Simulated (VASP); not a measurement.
# MgW (Fd-3m) in VASP: single point with PBE

Aim: the single point of MgW with PBE.

All numbers are computed with VASP 6.6.1; they aren't measurements. Logs are shortened: lines on timing, memory, paths and dates and some standing lists are left out, and cuts for length are marked.

## (1) The cell of the first run

It takes space group Fd-3m (No. 227, cubic). The conventional cell has a = 6.459 Å, b = 6.459 Å, c = 6.459 Å, α = 90.00°, β = 90.00°, γ = 90.00°. Within 3.7 Å of Mg (site symmetry -43m) lie 10 W at 2.80 to 3.23 Å and 4 Mg at 2.80 Å. W (site symmetry -43m) has 10 Mg at 2.80 to 3.23 Å and 4 W at 2.80 Å within 3.7 Å.

## (2) Single point, PBE

The input, INCAR:

```
ALGO     = Normal         # electronic algorithm
EDIFF    = 1E-6           # SCF threshold, eV
ENCUT    = 520            # plane-wave cutoff, eV
GGA      = PE             # functional
ISIF     = 2              # what is computed and relaxed
ISMEAR   = 0              # smearing method
LASPH    = True           # aspherical terms in the spheres
LCHARG   = False          # write CHGCAR
LREAL    = False          # projectors in reciprocal space
LWAVE    = False          # write WAVECAR
NBANDS   = 24             # bands
NELM     = 100            # most SCF steps
PREC     = Accurate       # precision mode
SIGMA    = 0.1            # smearing width, eV
```

The input, KPOINTS:

```
k-points
0
Gamma
  6 6 6
```

The input, POSCAR:

```
MgW
1.0
    0.0000000000      3.2297193000      3.2297193000
    3.2297193000      0.0000000000      3.2297193000
    3.2297193000      3.2297193000      0.0000000000
Mg W
2 2
Direct
    0.0000000000      0.0000000000      0.0000000000
    0.2500000000      0.2500000000      0.2500000000
    0.5000000000      0.5000000000      0.5000000000
    0.7500000000      0.7500000000      0.7500000000
```

Potentials or basis: VASP PAW PBE potentials, release 64 (Mg, W_sv).

On the command line:

```console
> cat potpaw_PBE.64/Mg/POTCAR potpaw_PBE.64/W_sv/POTCAR > POTCAR
> mpirun -np 1 vasp_std > vasp.out
```

OUTCAR:

```text
EDIFF = 1E-6
   ENCUT = 520
   GGA = PE
   ISIF = 2
   ISMEAR = 0
   LASPH = True
   LREAL = False
   NELM = 100
   PREC = Accurate

 ion  position               nearest neighbor table
   1  0.000  0.000  0.000-   2 2.80   4 2.80   4 2.80   4 2.80   4 2.80   2 2.80   2 2.80   2 2.80
                             3 3.23   3 3.23   3 3.23   3 3.23   3 3.23   3 3.23
   2  0.250  0.250  0.250-   1 2.80   3 2.80   1 2.80   1 2.80   1 2.80   3 2.80   3 2.80   3 2.80
                             4 3.23   4 3.23   4 3.23   4 3.23   4 3.23   4 3.23
   3  0.500  0.500  0.500-   2 2.80   4 2.80   2 2.80   2 2.80   2 2.80   4 2.80   4 2.80   4 2.80
                             1 3.23   1 3.23   1 3.23   1 3.23   1 3.23   1 3.23
   4  0.750  0.750  0.750-   1 2.80   3 2.80   3 2.80   3 2.80   3 2.80   1 2.80   1 2.80   1 2.80
                             2 3.23   2 3.23   2 3.23   2 3.23   2 3.23   2 3.23

  LATTYP: Found a face centered cubic cell.
 ALAT       =     6.4594386000

  Lattice vectors:

 A1 = (   0.0000000000,   3.2297193000,   3.2297193000)
 A2 = (   3.2297193000,   0.0000000000,   3.2297193000)
 A3 = (   3.2297193000,   3.2297193000,   0.0000000000)

Analysis of symmetry for initial positions (statically):
=====================================================================
 Subroutine PRICEL returns:
 Original cell was already a primitive cell.

 Routine SETGRP: Setting up the symmetry group for a
 face centered cubic supercell.

 Subroutine GETGRP returns: Found 48 space group operations
 (whereof 24 operations were pure point group operations)
 out of a pool of 48 trial point group operations.

The static configuration has the point symmetry T_d .
 The point group associated with its full space group is O_h .

Analysis of symmetry for dynamics (positions and initial velocities):
=====================================================================
 Subroutine PRICEL returns:
 Original cell was already a primitive cell.

 Routine SETGRP: Setting up the symmetry group for a
 face centered cubic supercell.

 Subroutine GETGRP returns: Found 48 space group operations
 (whereof 24 operations were pure point group operations)
 out of a pool of 48 trial point group operations.

The dynamic configuration has the point symmetry T_d .
 The point group associated with its full space group is O_h .

 Subroutine INISYM returns: Found 48 space group operations
 (whereof 24 operations are pure point group operations),
 and found     1 'primitive' translations

----------------------------------------------------------------------------------------

                                     Primitive cell

  volume of cell :      67.3790

  direct lattice vectors                    reciprocal lattice vectors
     0.000000000  3.229719300  3.229719300    -0.154812215  0.154812215  0.154812215
     3.229719300  0.000000000  3.229719300     0.154812215 -0.154812215  0.154812215
     3.229719300  3.229719300  0.000000000     0.154812215  0.154812215 -0.154812215

  length of vectors
     4.567512837  4.567512837  4.567512837     0.268142623  0.268142623  0.268142623

  position of ions in fractional coordinates (direct lattice)
     0.000000000  0.000000000  0.000000000
     0.250000000  0.250000000  0.250000000
     0.500000000  0.500000000  0.500000000
     0.750000000  0.750000000  0.750000000

  ion indices of the primitive-cell ions
   primitive index   ion index
                 1           1
                 2           2
                 3           3
                 4           4

----------------------------------------------------------------------------------------

 KPOINTS: k-points

Automatic generation of k-mesh.
 Grid dimensions read from file:
 generate k-points for:    6    6    6

 Generating k-lattice:

  Cartesian coordinates                     Fractional coordinates (reciprocal lattice)
    -0.025802036  0.025802036  0.025802036     0.166666667  0.000000000  0.000000000
     0.025802036 -0.025802036  0.025802036     0.000000000  0.166666667  0.000000000
     0.025802036  0.025802036 -0.025802036     0.000000000  0.000000000  0.166666667

  Length of vectors
     0.044690437  0.044690437  0.044690437

  Shift w.r.t. Gamma in fractional coordinates (k-lattice)
     0.000000000  0.000000000  0.000000000

 Subroutine IBZKPT returns following result:
 ===========================================

 Found     16 irreducible k-points:

 Following reciprocal coordinates:
            Coordinates               Weight
  0.000000  0.000000  0.000000      1.000000
  0.166667  0.000000  0.000000      8.000000
  0.333333  0.000000  0.000000      8.000000
  0.500000  0.000000  0.000000      4.000000
  0.166667  0.166667  0.000000      6.000000
  0.333333  0.166667  0.000000     24.000000
[... 8 lines left out ...]
 -0.333333  0.333333  0.166667     24.000000
 -0.333333  0.500000  0.166667     12.000000
   k-points           NKPTS =     16   k-points in BZ     NKDIM =     16   number of bands    NBANDS=     24
   number of dos      NEDOS =    301   number of ions     NIONS =      4
   total plane-waves  NPLWV =  46656
   dimension x,y,z NGX =    36 NGY =   36 NGZ =   36
   dimension x,y,z NGXF=    72 NGYF=   72 NGZF=   72
   ions per type =               2   2
   NGX,Y,Z   is equivalent  to a cutoff of  13.10, 13.10, 13.10 a.u.
   NGXF,Y,Z  is equivalent  to a cutoff of  26.21, 26.21, 26.21 a.u.
 SYSTEM =  unknown system
   PREC   = accura    normal or accurate (medium, high low for compatibility)
   ISTART =      0    job   : 0-new  1-cont  2-samecut
   ICHARG =      2    charge: 1-file 2-atom 10-const
   ISPIN  =      1    spin polarized calculation?
   LNONCOLLINEAR =      F non collinear calculations
   LSORBIT =      F    spin-orbit coupling
   LASPH  =      T    aspherical Exc in radial PAW
   ENCUT  =  520.0 eV  38.22 Ry    6.18 a.u.   8.49  8.49  8.49*2*pi/ulx,y,z
   NELM   =    100;   NELMIN=  2; NELMDL= -5     # of ELM steps
   EDIFF  = 0.1E-05   stopping-criterion for ELM
   LREAL  =      F    real-space projection
   EDIFFG = 0.1E-04   stopping-criterion for IOM
   NSW    =      0    number of steps for IOM
   IBRION =     -1    ionic relax: 0-MD 1-quasi-New 2-CG
   NFREE  =      0    steps in history (QN), initial steepest desc. (CG)
   ISIF   =      2    stress and relaxation
   ISYM   =      2    0-nonsym 1-usesym 2-fastsym
   POTIM  = 0.5000    time-step for ionic-motion
   TEBEG  =    0.0;   TEEND  =   0.0 temperature during run
   PSTRESS=    0.0 pullay stress
   NELECT =      32.0000    total number of electrons
   NUPDOWN=      -1.0000    fix difference up-down
   EMIN   =  10.00;   EMAX   =-10.00  energy-range for DOS
   EFERMI =   0.00;   METHOD = LEGACY
   ISMEAR =     0;   SIGMA  =   0.10  broadening in eV -4-tet -1-fermi 0-gaus
   EFERMI_NEDOS =   21; number of points for ismear=-14 and -15
   IALGO  =     38    algorithm
   IMIX   =      4    mixing-type and parameters
     AMIX     =   0.40;   BMIX     =  1.00
     AMIX_MAG =   1.60;   BMIX_MAG =  1.00
  volume/ion in A,a.u.               =      16.84       113.67
  Fermi-wavevector in a.u.,A,eV,Ry     =   1.277272  2.413694 22.196867  1.631424
  Thomas-Fermi vector in A             =   2.409881
   LORBIT       =      0    0 simple, 1 ext, 2 COOP (PROOUT), +10 PAW based schemes
   GGA     = PE    functional components
   LHFCALC =     F    Hartree Fock is set to
   AEXX    =    0.0000 exact exchange contribution
   IVDW    =     0    specifies the selected vdW correction
   LEPSILON=     F    determine dielectric tensor
   LRPA    =     F    only Hartree local field effects (RPA)
 non-spin polarized calculation
 Gauss-broadening in eV      SIGMA  =   0.10
  energy-cutoff  :      520.00
  volume of cell :       67.38
 maximum number of plane-waves:      1837
 NGX is ok and might be reduce to    36
   NGX = 17   NGY = 17   NGZ = 17

 number of electron      31.9999997 magnetization

 Free energy of the ion-electron system (eV)
  ---------------------------------------------------
  ext. energy  EPLUGINS =         0.00000000
  ---------------------------------------------------
  free energy    TOTEN  =       -27.10263691 eV

  energy without entropy =      -27.09458918  energy(sigma->0) =      -27.09861305

 E-fermi :   6.6417     XC(G=0): -11.4242

 val. band max:        6.4670612895   @ k =   0.3333   0.1667   0.0000
 cond. band min:       6.6760770960   @ k =  -0.3333   0.1667   0.0000
 fundamental gap:      0.2090158065
 Fermi energy:         6.6417007908

 k-point     1 :       0.0000    0.0000    0.0000
  band No.  band energies     occupation
      1     -66.6611      2.00000
      2     -66.5714      2.00000
      3     -31.0064      2.00000
      4     -31.0064      2.00000
      5     -31.0064      2.00000
      6     -30.6372      2.00000
[... 16 lines left out ...]
     23      12.9208      0.00000
     24      13.1071      0.00000

 k-point     2 :       0.1667    0.0000    0.0000
  band No.  band energies     occupation
      1     -66.6567      2.00000
      2     -66.5759      2.00000
      3     -31.0169      2.00000
      4     -31.0169      2.00000
      5     -31.0039      2.00000
      6     -30.6414      2.00000
[... 16 lines left out ...]
     23      12.5371      0.00000
     24      13.7258      0.00000

 k-point     3 :       0.3333    0.0000    0.0000
  band No.  band energies     occupation
      1     -66.6460      2.00000
      2     -66.5867      2.00000
      3     -31.0364      2.00000
      4     -31.0364      2.00000
      5     -30.9992      2.00000
      6     -30.6495      2.00000
[... 16 lines left out ...]
     23      12.2892      0.00000
     24      13.3018      0.00000

 k-point     4 :       0.5000    0.0000    0.0000
  band No.  band energies     occupation
      1     -66.6387      2.00000
      2     -66.5939      2.00000
      3     -31.0454      2.00000
      4     -31.0454      2.00000
      5     -30.9970      2.00000
      6     -30.6534      2.00000
[... 16 lines left out ...]
     23      12.0934      0.00000
     24      13.6840      0.00000

 k-point     5 :       0.1667    0.1667    0.0000
  band No.  band energies     occupation
      1     -66.6551      2.00000
      2     -66.5775      2.00000
      3     -31.0288      2.00000
      4     -31.0288      2.00000
      5     -30.9827      2.00000
      6     -30.6634      2.00000
[... 16 lines left out ...]
     23      12.3853      0.00000
     24      13.3505      0.00000

 k-point     6 :       0.3333    0.1667    0.0000
  band No.  band energies     occupation
      1     -66.6459      2.00000
      2     -66.5867      2.00000
      3     -31.0513      2.00000
      4     -31.0481      2.00000
      5     -30.9611      2.00000
      6     -30.6870      2.00000
[... 16 lines left out ...]
     23      12.4566      0.00000
     24      13.0810      0.00000
[... 163 lines left out ...]
 k-point    13 :       0.5000    0.5000    0.0000
  band No.  band energies     occupation
      1     -66.6163      2.00000
      2     -66.6163      2.00000
      3     -31.0846      2.00000
      4     -31.0846      2.00000
      5     -30.8266      2.00000
      6     -30.8266      2.00000
[... 16 lines left out ...]
     23      13.4145      0.00000
     24      13.4145      0.00000

 k-point    14 :       0.5000    0.3333    0.1667
  band No.  band energies     occupation
      1     -66.6357      2.00000
      2     -66.5969      2.00000
      3     -31.0782      2.00000
      4     -31.0607      2.00000
      5     -30.9209      2.00000
      6     -30.7283      2.00000
[... 16 lines left out ...]
     23      13.3205      0.00000
     24      13.5132      0.00000

 k-point    15 :      -0.3333    0.3333    0.1667
  band No.  band energies     occupation
      1     -66.6275      2.00000
      2     -66.6051      2.00000
      3     -31.0880      2.00000
      4     -31.0696      2.00000
      5     -30.8931      2.00000
      6     -30.7562      2.00000
[... 16 lines left out ...]
     23      13.6538      0.00000
     24      14.2734      0.00000

 k-point    16 :      -0.3333    0.5000    0.1667
  band No.  band energies     occupation
      1     -66.6163      2.00000
      2     -66.6163      2.00000
      3     -31.0854      2.00000
      4     -31.0854      2.00000
      5     -30.8253      2.00000
      6     -30.8253      2.00000
[... 16 lines left out ...]
     23      14.0232      0.00000
     24      14.0232      0.00000

------------------------ aborting loop because EDIFF is reached ----------------------------------------

  FORCE on cell =-STRESS in cart. coord.  units (eV):
  Direction    XX          YY          ZZ          XY          YZ          ZX
  --------------------------------------------------------------------------------------
  -------------------------------------------------------------------------------------
  Total        0.3784559      0.3784559      0.3784559      0.0000000      0.0000000      0.0000000
  in kB        8.9991510      8.9991510      8.9991510      0.0000000      0.0000000      0.0000000
  external PRESSURE =       8.9991510 kB  Pullay stress =       0.0000000 kB

 VOLUME and BASIS-vectors are now :
 -----------------------------------------------------------------------------
  energy-cutoff  :      520.00
  volume of cell :       67.38
      direct lattice vectors                 reciprocal lattice vectors
     0.000000000  3.229719300  3.229719300    -0.154812215  0.154812215  0.154812215
     3.229719300  0.000000000  3.229719300     0.154812215 -0.154812215  0.154812215
     3.229719300  3.229719300  0.000000000     0.154812215  0.154812215 -0.154812215

 POSITION                                       TOTAL-FORCE (eV/Angst)
 -----------------------------------------------------------------------------------
      0.00000      0.00000      0.00000         0.000000      0.000000      0.000000
      1.61486      1.61486      1.61486        -0.000000     -0.000000     -0.000000
      3.22972      3.22972      3.22972        -0.000000     -0.000000     -0.000000
      4.84458      4.84458      4.84458         0.000000      0.000000      0.000000
 -----------------------------------------------------------------------------------
    total drift:                                0.000000      0.000000      0.000000

  FREE ENERGIE OF THE ION-ELECTRON SYSTEM (eV)
  ---------------------------------------------------
  free  energy   TOTEN  =       -27.1026369091 eV

  energy  without entropy=      -27.0945891814  energy(sigma->0) =      -27.09861305
```

Wall time 59 s (1 thread of AMD EPYC 7R13 (Zen 3), shared host); peak memory 0.18 GiB.

What came out:

```
Free energy            : -27.1026 eV
Pressure               : 0.9 GPa
Band gap on the k mesh : zero (band 16 reaches 7.47 eV, above the bottom of band 17 at 5.98 eV)
```

Levels at points of the mesh, in eV from the Fermi level:
```csv
k point,band 12,band 13,band 14,band 15,band 16,band 17,band 18,band 19,band 20,band 21
"(0.00, 0.00, 0.00)",-1.68,-1.68,-1.68,-0.56,-0.56,-0.56,3.44,3.44,5.69,5.69
"(0.50, 0.00, 0.00)",-2.47,-1.51,-1.34,-1.34,0.83,0.83,1.75,2.25,2.25,5.26
"(0.50, 0.50, 0.00)",-3.05,-1.21,-1.21,0.07,0.07,0.29,0.29,2.37,2.37,3.18
```

Caveat: spin-orbit coupling is left out, which moves the levels of the heavy elements.
